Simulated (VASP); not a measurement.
# Mg2Zn3O5 (I4/mmm) in VASP: single point with PBE

Aim: the single point of Mg2Zn3O5 with PBE.

All numbers are computed with VASP 6.6.1; they aren't measurements. Logs are shortened: lines on timing, memory, paths and dates and some standing lists are left out, and cuts for length are marked.

## Step 1: The cell of the first run

It takes space group I4/mmm (No. 139, tetragonal). Conventional cell: a = 3.042 Å, b = 3.042 Å, c = 21.509 Å, α = 90.00°, β = 90.00°, γ = 90.00°. Mg (site symmetry 4mm) has 6 O at 2.12 to 2.15 Å within 2.8 Å. Zn (site symmetry 4mm) has 6 O at 2.15 to 2.17 Å within 2.8 Å. Zn (site symmetry 4/mmm) has 6 O at 2.15 to 2.18 Å within 2.8 Å. O (site symmetry 4mm) has 5 Mg at 2.12 to 2.15 Å and 1 Zn at 2.16 Å within 2.8 Å. Within 2.8 Å of O (site symmetry 4mm) lie 1 Mg at 2.12 Å and 5 Zn at 2.15 to 2.18 Å. O (site symmetry 4/mmm) has 6 Zn at 2.15 to 2.17 Å within 2.8 Å.

## Step 2: Single point, PBE

INCAR reads:

```
SYSTEM = Mg2Zn3O5
  ALGO = Normal
  EDIFF = 1E-6
  ENCUT = 520
  GGA = PE
  ISIF = 2
  ISMEAR = 0
  LASPH = .TRUE.
  LCHARG = .FALSE.
  LREAL = .FALSE.
  LWAVE = .FALSE.
  NBANDS = 46
  NELM = 60
  PREC = Accurate
  SIGMA = 0.02
```

KPOINTS reads:

```
k-points
0
G
  12 12 12
  0 0 0
```

POSCAR reads:

```
Mg2Zn3O5
1.0
   -1.5209096756      1.5209096756     10.7544989441
    1.5209096756     -1.5209096756     10.7544989441
    1.5209096756      1.5209096756    -10.7544989441
Mg Zn O
2 3 5
Direct
    0.3001126695      0.3001126695      0.0000000000
    0.6998873305      0.6998873305      0.0000000000
    0.8992199473      0.8992199473      0.0000000000
    0.1007800527      0.1007800527      0.0000000000
    0.5000000000      0.5000000000      0.0000000000
    0.7986460009      0.7986460009      0.0000000000
    0.2013539991      0.2013539991      0.0000000000
    0.6013277526      0.6013277526      0.0000000000
    0.0000000000      0.0000000000      0.0000000000
    0.3986722474      0.3986722474      0.0000000000
```

Potentials or basis: VASP PAW PBE potentials, release 64 (Mg, Zn, O).

Launch:

```
cat potpaw_PBE.64/Mg/POTCAR potpaw_PBE.64/Zn/POTCAR potpaw_PBE.64/O/POTCAR > POTCAR
mpirun -np 1 vasp_std > vasp.out
```

OUTCAR:

```text
SYSTEM = Mg2Zn3O5
   EDIFF = 1E-6
   ENCUT = 520
   GGA = PE
   ISIF = 2
   ISMEAR = 0
   LASPH = .TRUE.
   LREAL = .FALSE.
   NELM = 60
   PREC = Accurate

 ion  position               nearest neighbor table
   1  0.300  0.300  0.000-  10 2.12   7 2.12   6 2.15   6 2.15   6 2.15   6 2.15   3 3.03   3 3.03
                             3 3.03   3 3.03   2 3.05   2 3.05   2 3.05   2 3.05
   2  0.700  0.700  0.000-   8 2.12   6 2.12   7 2.15   7 2.15   7 2.15   7 2.15   4 3.03   4 3.03
                             4 3.03   4 3.03   1 3.05   1 3.05   1 3.05   1 3.05
   3  0.899  0.899  0.000-  10 2.15  10 2.15  10 2.15  10 2.15   6 2.16   9 2.17   1 3.03   1 3.03
                             1 3.03   1 3.03
   4  0.101  0.101  0.000-   8 2.15   8 2.15   8 2.15   8 2.15   7 2.16   9 2.17   2 3.03   2 3.03
                             2 3.03   2 3.03
   5  0.500  0.500  0.000-   9 2.15   9 2.15   9 2.15   9 2.15  10 2.18   8 2.18
   6  0.799  0.799  0.000-   2 2.12   1 2.15   1 2.15   1 2.15   1 2.15   3 2.16
   7  0.201  0.201  0.000-   1 2.12   2 2.15   2 2.15   2 2.15   2 2.15   4 2.16
   8  0.601  0.601  0.000-   2 2.12   4 2.15   4 2.15   4 2.15   4 2.15   5 2.18
   9  0.000  0.000  0.000-   5 2.15   5 2.15   5 2.15   5 2.15   4 2.17   3 2.17
  10  0.399  0.399  0.000-   1 2.12   3 2.15   3 2.15   3 2.15   3 2.15   5 2.18

  LATTYP: Found a body centered tetragonal cell.
 ALAT       =     3.0418193512
 C/A-ratio  =     7.0710964080

  Lattice vectors:

 A1 = (  -1.5209096756,   1.5209096756,  10.7544989441)
 A2 = (   1.5209096756,  -1.5209096756,  10.7544989441)
 A3 = (   1.5209096756,   1.5209096756, -10.7544989441)

Analysis of symmetry for initial positions (statically):
=====================================================================
 Subroutine PRICEL returns:
 Original cell was already a primitive cell.

 Routine SETGRP: Setting up the symmetry group for a
 body centered tetragonal supercell.

 Subroutine GETGRP returns: Found 16 space group operations
 (whereof 16 operations were pure point group operations)
 out of a pool of 16 trial point group operations.

The static configuration has the point symmetry D_4h.

Analysis of symmetry for dynamics (positions and initial velocities):
=====================================================================
 Subroutine PRICEL returns:
 Original cell was already a primitive cell.

 Routine SETGRP: Setting up the symmetry group for a
 body centered tetragonal supercell.

 Subroutine GETGRP returns: Found 16 space group operations
 (whereof 16 operations were pure point group operations)
 out of a pool of 16 trial point group operations.

The dynamic configuration has the point symmetry D_4h.

 Subroutine INISYM returns: Found 16 space group operations
 (whereof 16 operations are pure point group operations),
 and found     1 'primitive' translations

----------------------------------------------------------------------------------------

                                     Primitive cell

  volume of cell :      99.5078

  direct lattice vectors                    reciprocal lattice vectors
    -1.520909676  1.520909676 10.754498944     0.000000000  0.328750621  0.046492171
     1.520909676 -1.520909676 10.754498944     0.328750621  0.000000000  0.046492171
     1.520909676  1.520909676-10.754498944     0.328750621  0.328750621  0.000000000

  length of vectors
    10.967478289 10.967478289 10.967478289     0.332021825  0.332021825  0.464923587

  position of ions in fractional coordinates (direct lattice)
     0.300112670  0.300112670  0.000000000
     0.699887330  0.699887330  0.000000000
     0.899219947  0.899219947  0.000000000
     0.100780053  0.100780053  0.000000000
     0.500000000  0.500000000  0.000000000
     0.798646001  0.798646001  0.000000000
     0.201353999  0.201353999  0.000000000
     0.601327753  0.601327753  0.000000000
     0.000000000  0.000000000  0.000000000
     0.398672247  0.398672247  0.000000000

  ion indices of the primitive-cell ions
   primitive index   ion index
                 1           1
                 2           2
                 3           3
                 4           4
                 5           5
                 6           6
                 7           7
                 8           8
                 9           9
                10          10

----------------------------------------------------------------------------------------

 KPOINTS: k-points

Automatic generation of k-mesh.
 Grid dimensions read from file:
 generate k-points for:   12   12   12

 Generating k-lattice:

  Cartesian coordinates                     Fractional coordinates (reciprocal lattice)
     0.000000000  0.027395885  0.003874348     0.083333333  0.000000000 -0.000000000
     0.027395885  0.000000000  0.003874348     0.000000000  0.083333333 -0.000000000
     0.027395885  0.027395885  0.000000000     0.000000000  0.000000000  0.083333333

  Length of vectors
     0.027668485  0.027668485  0.038743632

  Shift w.r.t. Gamma in fractional coordinates (k-lattice)
     0.000000000  0.000000000  0.000000000

 Subroutine IBZKPT returns following result:
 ===========================================

 Found    163 irreducible k-points:

 Following reciprocal coordinates:
            Coordinates               Weight
  0.000000  0.000000  0.000000      1.000000
  0.083333  0.000000 -0.000000      8.000000
  0.166667  0.000000 -0.000000      8.000000
  0.250000  0.000000 -0.000000      8.000000
  0.333333  0.000000  0.000000      8.000000
  0.416667  0.000000 -0.000000      8.000000
[... 16 lines left out ...]
  0.500000  0.166667  0.000000     16.000000
 -0.416667  0.166667  0.000000     16.000000
 [... further k-points ...]
   k-points           NKPTS =    163   k-points in BZ     NKDIM =    163   number of bands    NBANDS=     46
   number of dos      NEDOS =    301   number of ions     NIONS =     10
   total plane-waves  NPLWV = 592704
   dimension x,y,z NGX =    84 NGY =   84 NGZ =   84
   dimension x,y,z NGXF=   168 NGYF=  168 NGZF=  168
   ions per type =               2   3   5
   NGX,Y,Z   is equivalent  to a cutoff of  12.73, 12.73, 12.73 a.u.
   NGXF,Y,Z  is equivalent  to a cutoff of  25.47, 25.47, 25.47 a.u.
 SYSTEM =  Mg2Zn3O5
   PREC   = accura    normal or accurate (medium, high low for compatibility)
   ISTART =      0    job   : 0-new  1-cont  2-samecut
   ICHARG =      2    charge: 1-file 2-atom 10-const
   ISPIN  =      1    spin polarized calculation?
   LNONCOLLINEAR =      F non collinear calculations
   LSORBIT =      F    spin-orbit coupling
   LASPH  =      T    aspherical Exc in radial PAW
   ENCUT  =  520.0 eV  38.22 Ry    6.18 a.u.  20.39 20.39 20.39*2*pi/ulx,y,z
   NELM   =     60;   NELMIN=  2; NELMDL= -5     # of ELM steps
   EDIFF  = 0.1E-05   stopping-criterion for ELM
   LREAL  =      F    real-space projection
   EDIFFG = 0.1E-04   stopping-criterion for IOM
   NSW    =      0    number of steps for IOM
   IBRION =     -1    ionic relax: 0-MD 1-quasi-New 2-CG
   NFREE  =      0    steps in history (QN), initial steepest desc. (CG)
   ISIF   =      2    stress and relaxation
   ISYM   =      2    0-nonsym 1-usesym 2-fastsym
   POTIM  = 0.5000    time-step for ionic-motion
   TEBEG  =    0.0;   TEEND  =   0.0 temperature during run
   PSTRESS=    0.0 pullay stress
   NELECT =      70.0000    total number of electrons
   NUPDOWN=      -1.0000    fix difference up-down
   EMIN   =  10.00;   EMAX   =-10.00  energy-range for DOS
   EFERMI =   0.00;   METHOD = LEGACY
   ISMEAR =     0;   SIGMA  =   0.02  broadening in eV -4-tet -1-fermi 0-gaus
   EFERMI_NEDOS =   21; number of points for ismear=-14 and -15
   IALGO  =     38    algorithm
   IMIX   =      4    mixing-type and parameters
     AMIX     =   0.40;   BMIX     =  1.00
     AMIX_MAG =   1.60;   BMIX_MAG =  1.00
  volume/ion in A,a.u.               =       9.95        67.15
  Fermi-wavevector in a.u.,A,eV,Ry     =   1.455979  2.751402 28.842656  2.119875
  Thomas-Fermi vector in A             =   2.572951
   LORBIT       =      0    0 simple, 1 ext, 2 COOP (PROOUT), +10 PAW based schemes
   GGA     = PE    functional components
   LHFCALC =     F    Hartree Fock is set to
   AEXX    =    0.0000 exact exchange contribution
   IVDW    =     0    specifies the selected vdW correction
   LEPSILON=     F    determine dielectric tensor
   LRPA    =     F    only Hartree local field effects (RPA)
 non-spin polarized calculation
 Gauss-broadening in eV      SIGMA  =   0.02
  energy-cutoff  :      520.00
  volume of cell :       99.51
 maximum number of plane-waves:      2708
 NGX is ok and might be reduce to    84
   NGX = 41   NGY = 41   NGZ = 41

 number of electron      69.9999992 magnetization

 Free energy of the ion-electron system (eV)
  ---------------------------------------------------
  ext. energy  EPLUGINS =         0.00000000
  ---------------------------------------------------
  free energy    TOTEN  =       -49.72294768 eV

  energy without entropy =      -49.72294768  energy(sigma->0) =      -49.72294768

 E-fermi :   3.0675     XC(G=0): -11.6378

 val. band max:        2.9191866009   @ k =  -0.1667   0.3333   0.1667
 cond. band min:       4.4635551260   @ k =   0.0000   0.0000   0.0000
 fundamental gap:      1.5443685251
 Fermi energy:         3.0675423166

 k-point     1 :       0.0000    0.0000    0.0000
  band No.  band energies     occupation
      1     -15.3012      2.00000
      2     -14.8236      2.00000
      3     -14.6230      2.00000
      4     -14.0899      2.00000
      5     -13.7066      2.00000
      6      -2.7487      2.00000
[... 38 lines left out ...]
     45      15.3167      0.00000
     46      16.2114      0.00000
[... 1086 lines left out ...]
      6      -3.5581      2.00000
[... 38 lines left out ...]
     45      13.7476      0.00000
     46      13.9620      0.00000

 [... further k-points ...]

------------------------ aborting loop because EDIFF is reached ----------------------------------------

  FORCE on cell =-STRESS in cart. coord.  units (eV):
  Direction    XX          YY          ZZ          XY          YZ          ZX
  --------------------------------------------------------------------------------------
  -------------------------------------------------------------------------------------
  Total        0.2037517      0.2037517      0.1847901      0.0000000     -0.0000000      0.0000000
  in kB        3.2806110      3.2806110      2.9753104      0.0000000     -0.0000000      0.0000000
  external PRESSURE =       3.1788442 kB  Pullay stress =       0.0000000 kB

 VOLUME and BASIS-vectors are now :
 -----------------------------------------------------------------------------
  energy-cutoff  :      520.00
  volume of cell :       99.51
      direct lattice vectors                 reciprocal lattice vectors
    -1.520909676  1.520909676 10.754498944     0.000000000  0.328750621  0.046492171
     1.520909676 -1.520909676 10.754498944     0.328750621  0.000000000  0.046492171
     1.520909676  1.520909676-10.754498944     0.328750621  0.328750621  0.000000000

 POSITION                                       TOTAL-FORCE (eV/Angst)
 -----------------------------------------------------------------------------------
      0.00000      0.00000      6.45512         0.000000      0.000000     -0.008395
      0.00000      0.00000     15.05388         0.000000      0.000000      0.008395
      0.00000      0.00000     19.34132        -0.000000     -0.000000     -0.006024
      0.00000      0.00000      2.16768        -0.000000     -0.000000      0.006024
      0.00000      0.00000     10.75450        -0.000000     -0.000000     -0.000000
      0.00000      0.00000     17.17808        -0.000000     -0.000000     -0.041405
      0.00000      0.00000      4.33092         0.000000      0.000000      0.041405
      0.00000      0.00000     12.93396         0.000000      0.000000      0.045481
      0.00000      0.00000      0.00000        -0.000000     -0.000000     -0.000000
      0.00000      0.00000      8.57504        -0.000000     -0.000000     -0.045481
 -----------------------------------------------------------------------------------
    total drift:                                0.000000     -0.000000      0.000000

  FREE ENERGIE OF THE ION-ELECTRON SYSTEM (eV)
  ---------------------------------------------------
  free  energy   TOTEN  =       -49.7229476776 eV

  energy  without entropy=      -49.7229476776  energy(sigma->0) =      -49.72294768
```

Wall time 1.8 h (1 thread of Intel Xeon 6975P-C (Granite Rapids), shared host); peak memory 1.5 GiB.

What came out:

- Free energy: -49.7229 eV
- Pressure: 0.3 GPa
- Largest force: 0.045 eV/Å
- Band gap on the k mesh: 1.54 eV (least direct gap 2.47 eV)

Forces on the atoms (eV/Å):
```
Mg   0.000  0.000 -0.008
Mg   0.000  0.000  0.008
Zn   0.000  0.000 -0.006
Zn   0.000  0.000  0.006
Zn   0.000  0.000  0.000
O    0.000  0.000 -0.041
O    0.000  0.000  0.041
O    0.000  0.000  0.045
O    0.000  0.000  0.000
O    0.000  0.000 -0.045
```
